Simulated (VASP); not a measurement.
# Ni2Pt (P-6m2) in VASP: single point with PBE

Aim: the single point of Ni2Pt with PBE.

Program: VASP 6.6.1. These are calculated values, not measurements. Logs are shortened: lines on timing, memory, paths and dates and some standing lists are left out, and cuts for length are marked.

## (1) The cell of the first run

The structure is hexagonal, space group P-6m2 (No. 187). Conventional cell: a = 2.672 Å, b = 2.672 Å, c = 12.497 Å, α = 90.00°, β = 90.00°, γ = 120.00°. Within 3.2 Å of Ni (site symmetry -6m2) lie 12 Ni at 2.46 to 2.67 Å. Within 3.2 Å of Ni (site symmetry 3m) lie 9 Ni at 2.46 to 2.67 Å and 3 Pt at 2.66 Å. Within 3.5 Å of Ni (site symmetry -6m2) lie 6 Pt at 2.66 Å and 6 Ni at 2.67 Å. Within 3.5 Å of Pt (site symmetry 3m) lie 6 Ni at 2.66 Å and 6 Pt at 2.67 Å.

## (2) Single point, PBE, collinear spin, ferromagnetic start

File INCAR:

```
SYSTEM = Ni2Pt
ALGO = Normal
EDIFF = 1E-6
ENCUT = 520
GGA = PE
ISIF = 2
ISMEAR = 0
ISPIN = 2
KPAR = 4
LASPH = .True.
LCHARG = .False.
LMAXMIX = 4
LORBIT = 11
LREAL = .False.
LWAVE = .False.
MAGMOM = 0.86 0.86 0.86 0.86 0.25 0.25
NBANDS = 43
NELM = 150
PREC = Accurate
SIGMA = 0.1
```

File KPOINTS:

```
k-points
0
Gamma
  18 18 4
  0 0 0
```

File POSCAR:

```
Ni2Pt
1.0
    2.6723533992      0.0000000000      0.0000000000
   -1.3361766996      2.3143259316      0.0000000000
    0.0000000000      0.0000000000     12.4970015707
Ni Pt
4 2
Direct
    0.3333333333      0.6666666667      0.0000000000
    0.6666666667      0.3333333333      0.1533136093
    0.6666666667      0.3333333333      0.5000000000
    0.6666666667      0.3333333333      0.8466863907
    0.3333333333      0.6666666667      0.3268717985
    0.3333333333      0.6666666667      0.6731282015
```

Potentials or basis: VASP PAW PBE potentials, release 64 (Ni, Pt).

Run with:

```bash
$ cat potpaw_PBE.64/Ni/POTCAR potpaw_PBE.64/Pt/POTCAR > POTCAR
$ mpirun -np 4 vasp_std > vasp.out
```

OUTCAR:

```text
SYSTEM = Ni2Pt
   EDIFF = 1E-6
   ENCUT = 520
   GGA = PE
   ISIF = 2
   ISMEAR = 0
   ISPIN = 2
   LASPH = .True.
   LORBIT = 11
   LREAL = .False.
   NELM = 150
   PREC = Accurate

 ion  position               nearest neighbor table
   1  0.333  0.667  0.000-   2 2.46   4 2.46   2 2.46   4 2.46   2 2.46   4 2.46
   2  0.667  0.333  0.153-   1 2.46   1 2.46   1 2.46   5 2.66   5 2.66   5 2.66
   3  0.667  0.333  0.500-   5 2.66   6 2.66   5 2.66   6 2.66   5 2.66   6 2.66
   4  0.667  0.333  0.847-   1 2.46   1 2.46   1 2.46   6 2.66   6 2.66   6 2.66
   5  0.333  0.667  0.327-   3 2.66   3 2.66   3 2.66   2 2.66   2 2.66   2 2.66
   6  0.333  0.667  0.673-   3 2.66   3 2.66   3 2.66   4 2.66   4 2.66   4 2.66

  LATTYP: Found a hexagonal cell.
 ALAT       =     2.6723533992
 C/A-ratio  =     4.6764030440

  Lattice vectors:

 A1 = (   2.6723533992,   0.0000000000,   0.0000000000)
 A2 = (  -1.3361766996,   2.3143259316,   0.0000000000)
 A3 = (   0.0000000000,   0.0000000000,  12.4970015707)

Analysis of symmetry for initial positions (statically):
=====================================================================
 Subroutine PRICEL returns:
 Original cell was already a primitive cell.

 Routine SETGRP: Setting up the symmetry group for a
 hexagonal supercell.

 Subroutine GETGRP returns: Found 12 space group operations
 (whereof 12 operations were pure point group operations)
 out of a pool of 24 trial point group operations.

The static configuration has the point symmetry D_3h.

Analysis of symmetry for dynamics (positions and initial velocities):
=====================================================================
 Subroutine PRICEL returns:
 Original cell was already a primitive cell.

 Routine SETGRP: Setting up the symmetry group for a
 hexagonal supercell.

 Subroutine GETGRP returns: Found 12 space group operations
 (whereof 12 operations were pure point group operations)
 out of a pool of 24 trial point group operations.

The dynamic configuration has the point symmetry D_3h.

Analysis of structural, dynamic, and magnetic symmetry:
=====================================================================
 Subroutine PRICEL returns:
 Original cell was already a primitive cell.

 Routine SETGRP: Setting up the symmetry group for a
 hexagonal supercell.

 Subroutine GETGRP returns: Found 12 space group operations
 (whereof 12 operations were pure point group operations)
 out of a pool of 24 trial point group operations.

The overall configuration has the point symmetry D_3h.

 Subroutine INISYM returns: Found 12 space group operations
 (whereof 12 operations are pure point group operations),
 and found     1 'primitive' translations

----------------------------------------------------------------------------------------

                                     Primitive cell

  volume of cell :      77.2902

  direct lattice vectors                    reciprocal lattice vectors
     2.672353399  0.000000000  0.000000000     0.374202005  0.216045628  0.000000000
    -1.336176700  2.314325932  0.000000000     0.000000000  0.432091257  0.000000000
     0.000000000  0.000000000 12.497001571     0.000000000  0.000000000  0.080019195

  length of vectors
     2.672353399  2.672353399 12.497001571     0.432091257  0.432091257  0.080019195

  position of ions in fractional coordinates (direct lattice)
     0.333333333  0.666666667  0.000000000
     0.666666667  0.333333333  0.153313609
     0.666666667  0.333333333  0.500000000
     0.666666667  0.333333333  0.846686391
     0.333333333  0.666666667  0.326871799
     0.333333333  0.666666667  0.673128201

  ion indices of the primitive-cell ions
   primitive index   ion index
                 1           1
                 2           2
                 3           3
                 4           4
                 5           5
                 6           6

[... 32 lines left out ...]
  0.222222  0.000000  0.000000      6.000000
  0.277778  0.000000  0.000000      6.000000
[... 16 lines left out ...]
  0.333333  0.111111  0.000000     12.000000
  0.388889  0.111111  0.000000     12.000000
 [... further k-points ...]
   k-points           NKPTS =    111   k-points in BZ     NKDIM =    111   number of bands    NBANDS=     43
   number of dos      NEDOS =    301   number of ions     NIONS =      6
   total plane-waves  NPLWV =  38400
   dimension x,y,z NGX =    20 NGY =   20 NGZ =   96
   dimension x,y,z NGXF=    40 NGYF=   40 NGZF=  192
   ions per type =               4   2
   NGX,Y,Z   is equivalent  to a cutoff of  12.44, 12.44, 12.77 a.u.
   NGXF,Y,Z  is equivalent  to a cutoff of  24.88, 24.88, 25.54 a.u.
 SYSTEM =  Ni2Pt
   PREC   = accura    normal or accurate (medium, high low for compatibility)
   ISTART =      0    job   : 0-new  1-cont  2-samecut
   ICHARG =      2    charge: 1-file 2-atom 10-const
   ISPIN  =      2    spin polarized calculation?
   LNONCOLLINEAR =      F non collinear calculations
   LSORBIT =      F    spin-orbit coupling
   LASPH  =      T    aspherical Exc in radial PAW
   ENCUT  =  520.0 eV  38.22 Ry    6.18 a.u.   4.97  4.97 23.24*2*pi/ulx,y,z
   NELM   =    150;   NELMIN=  2; NELMDL= -5     # of ELM steps
   EDIFF  = 0.1E-05   stopping-criterion for ELM
   LREAL  =      F    real-space projection
   EDIFFG = 0.1E-04   stopping-criterion for IOM
   NSW    =      0    number of steps for IOM
   IBRION =     -1    ionic relax: 0-MD 1-quasi-New 2-CG
   NFREE  =      0    steps in history (QN), initial steepest desc. (CG)
   ISIF   =      2    stress and relaxation
   ISYM   =      2    0-nonsym 1-usesym 2-fastsym
   POTIM  = 0.5000    time-step for ionic-motion
   TEBEG  =    0.0;   TEEND  =   0.0 temperature during run
   PSTRESS=    0.0 pullay stress
   NELECT =      60.0000    total number of electrons
   NUPDOWN=      -1.0000    fix difference up-down
   EMIN   =  10.00;   EMAX   =-10.00  energy-range for DOS
   EFERMI =   0.00;   METHOD = LEGACY
   ISMEAR =     0;   SIGMA  =   0.10  broadening in eV -4-tet -1-fermi 0-gaus
   EFERMI_NEDOS =   21; number of points for ismear=-14 and -15
   IALGO  =     38    algorithm
   IMIX   =      4    mixing-type and parameters
     AMIX     =   0.40;   BMIX     =  1.00
     AMIX_MAG =   1.60;   BMIX_MAG =  1.00
  volume/ion in A,a.u.               =      12.88        86.93
  Fermi-wavevector in a.u.,A,eV,Ry     =   1.504587  2.843256 30.800605  2.263781
  Thomas-Fermi vector in A             =   2.615547
   LORBIT       =     11    0 simple, 1 ext, 2 COOP (PROOUT), +10 PAW based schemes
   GGA     = PE    functional components
   LHFCALC =     F    Hartree Fock is set to
   AEXX    =    0.0000 exact exchange contribution
   IVDW    =     0    specifies the selected vdW correction
   LEPSILON=     F    determine dielectric tensor
   LRPA    =     F    only Hartree local field effects (RPA)
 spin polarized calculation
 Gauss-broadening in eV      SIGMA  =   0.10
  energy-cutoff  :      520.00
  volume of cell :       77.29
 maximum number of plane-waves:      2119
 NGX is ok and might be reduce to    20
   NGX =  9   NGY =  9   NGZ = 47

 number of electron      60.0000018 magnetization       3.3661937

 Free energy of the ion-electron system (eV)
  ---------------------------------------------------
  ext. energy  EPLUGINS =         0.00000000
  ---------------------------------------------------
  free energy    TOTEN  =       -33.89720476 eV

  energy without entropy =      -33.83104626  energy(sigma->0) =      -33.86412551

 E-fermi :   9.5669     XC(G=0): -13.0466

 val. band max:        9.5660576525   @ k =   0.3333   0.2778   0.0000
 cond. band min:       9.5671887117   @ k =   0.3333   0.3333   0.5000
 fundamental gap:      0.0011310593
 Fermi energy:         9.5668713746

 spin component 1

 k-point     1 :       0.0000    0.0000    0.0000
  band No.  band energies     occupation
      1      -0.1058      1.00000
      2       0.4525      1.00000
      3       1.8871      1.00000
      4       3.1189      1.00000
      5       3.2855      1.00000
      6       4.8532      1.00000
[... 1069 lines left out ...]
     41      18.4033      0.00000
     42      18.5331      0.00000

 [... further k-points ...]

 spin component 2

 k-point     1 :       0.0000    0.0000    0.0000
  band No.  band energies     occupation
      1      -0.0882      1.00000
      2       0.4813      1.00000
      3       1.8743      1.00000
      4       3.2098      1.00000
      5       3.3473      1.00000
      6       5.0323      1.00000
[... 1069 lines left out ...]
     41      18.5234      0.00000
     42      18.6875      0.00000

 [... further k-points ...]

 [bands above 42 left out]

------------------------ aborting loop because EDIFF is reached ----------------------------------------

  FORCE on cell =-STRESS in cart. coord.  units (eV):
  Direction    XX          YY          ZZ          XY          YZ          ZX
  --------------------------------------------------------------------------------------
  -------------------------------------------------------------------------------------
  Total       -0.0844979     -0.0844979     -0.1017867     -0.0000000      0.0000000      0.0000000
  in kB       -1.7515894     -1.7515894     -2.1099747     -0.0000000      0.0000000      0.0000000
  external PRESSURE =      -1.8710512 kB  Pullay stress =       0.0000000 kB

 VOLUME and BASIS-vectors are now :
 -----------------------------------------------------------------------------
  energy-cutoff  :      520.00
  volume of cell :       77.29
      direct lattice vectors                 reciprocal lattice vectors
     2.672353399  0.000000000  0.000000000     0.374202005  0.216045628  0.000000000
    -1.336176700  2.314325932  0.000000000     0.000000000  0.432091257  0.000000000
     0.000000000  0.000000000 12.497001571     0.000000000  0.000000000  0.080019195

 POSITION                                       TOTAL-FORCE (eV/Angst)
 -----------------------------------------------------------------------------------
     -0.00000      1.54288      0.00000        -0.000000     -0.000000      0.000000
      1.33618      0.77144      1.91596         0.000000      0.000000      0.010692
      1.33618      0.77144      6.24850         0.000000      0.000000      0.000000
      1.33618      0.77144     10.58104        -0.000000      0.000000     -0.010692
     -0.00000      1.54288      4.08492         0.000000      0.000000     -0.003430
     -0.00000      1.54288      8.41208         0.000000      0.000000      0.003430
 -----------------------------------------------------------------------------------
    total drift:                               -0.000004      0.000002      0.000000

  FREE ENERGIE OF THE ION-ELECTRON SYSTEM (eV)
  ---------------------------------------------------
  free  energy   TOTEN  =       -33.8972047619 eV

  energy  without entropy=      -33.8310462633  energy(sigma->0) =      -33.86412551

 total charge

# of ion       s       p       d       tot
------------------------------------------
    1        0.467   0.435   8.282   9.184
    2        0.443   0.418   8.302   9.163
    3        0.418   0.409   8.313   9.140
    4        0.443   0.418   8.302   9.163
    5        0.706   0.677   8.051   9.434
    6        0.706   0.677   8.051   9.434
--------------------------------------------------
tot          3.183   3.035  49.300  55.519

 magnetization (x)

# of ion       s       p       d       tot
------------------------------------------
    1       -0.003  -0.023   0.740   0.714
    2       -0.004  -0.018   0.757   0.735
    3       -0.004  -0.013   0.796   0.780
    4       -0.004  -0.018   0.757   0.735
    5        0.000  -0.014   0.248   0.234
    6        0.000  -0.014   0.248   0.234
--------------------------------------------------
tot         -0.015  -0.099   3.545   3.431
```

Wall time 2.4 min (4 MPI ranks of Intel Xeon 6975P-C (Granite Rapids), shared host); peak memory 0.6 GiB.

Results:

```
Free energy                                           : -33.8972 eV
Pressure                                              : -0.2 GPa
Largest force                                         : 0.011 eV/Å
Net moment                                            : 3.37 μB per cell
Site moments                                          : Ni +0.71, +0.73, +0.78 (each value once); Pt +0.23 μB
Valence electrons inside the program's atomic spheres : Ni 9.18, 9.16, 9.14 (each value once); Pt 9.43
```

Forces on the atoms (eV/Å):
```
Ni   0.000  0.000  0.000
Ni   0.000  0.000  0.011
Ni   0.000  0.000  0.000
Ni   0.000  0.000 -0.011
Pt   0.000  0.000 -0.003
Pt   0.000  0.000  0.003
```

Levels at points of the mesh, in eV from the Fermi level:
Spin up:
| k point | band 28 | band 29 | band 30 | band 31 | band 32 | band 33 | band 34 | band 35 | band 36 | band 37 |
| --- | --- | --- | --- | --- | --- | --- | --- | --- | --- | --- |
| (0.00, 0.00, 0.00) | -1.33 | -1.33 | -0.91 | -0.91 | -0.70 | -0.70 | -0.65 | -0.65 | 0.20 | 6.08 |
| (0.50, 0.00, 0.00) | -0.46 | 0.41 | 0.41 | 0.48 | 0.60 | 1.00 | 1.92 | 2.45 | 3.29 | 6.49 |
| (0.00, 0.00, 0.50) | -1.15 | -1.15 | -0.95 | -0.95 | -0.74 | -0.74 | -0.63 | -0.63 | -0.63 | 7.54 |
| (0.50, 0.00, 0.50) | -0.63 | 0.41 | 0.41 | 0.72 | 0.94 | 1.19 | 1.38 | 2.47 | 3.40 | 6.26 |
Spin down:
| k point | band 24 | band 25 | band 26 | band 27 | band 28 | band 29 | band 30 | band 31 | band 32 | band 33 |
| --- | --- | --- | --- | --- | --- | --- | --- | --- | --- | --- |
| (0.00, 0.00, 0.00) | -1.23 | -1.23 | -0.69 | -0.69 | -0.65 | -0.65 | -0.09 | -0.09 | -0.06 | -0.06 |
| (0.50, 0.00, 0.00) | 0.06 | 0.07 | 0.08 | 0.22 | 0.31 | 0.56 | 0.59 | 0.60 | 0.68 | 1.45 |
| (0.00, 0.00, 0.50) | -1.10 | -1.07 | -0.99 | -0.99 | -0.49 | -0.33 | -0.33 | -0.29 | -0.29 | 0.00 |
| (0.50, 0.00, 0.50) | -0.01 | 0.07 | 0.07 | 0.08 | 0.18 | 0.60 | 0.60 | 1.08 | 1.30 | 1.39 |

Caveat: spin-orbit coupling is left out, which moves the levels of the heavy elements.
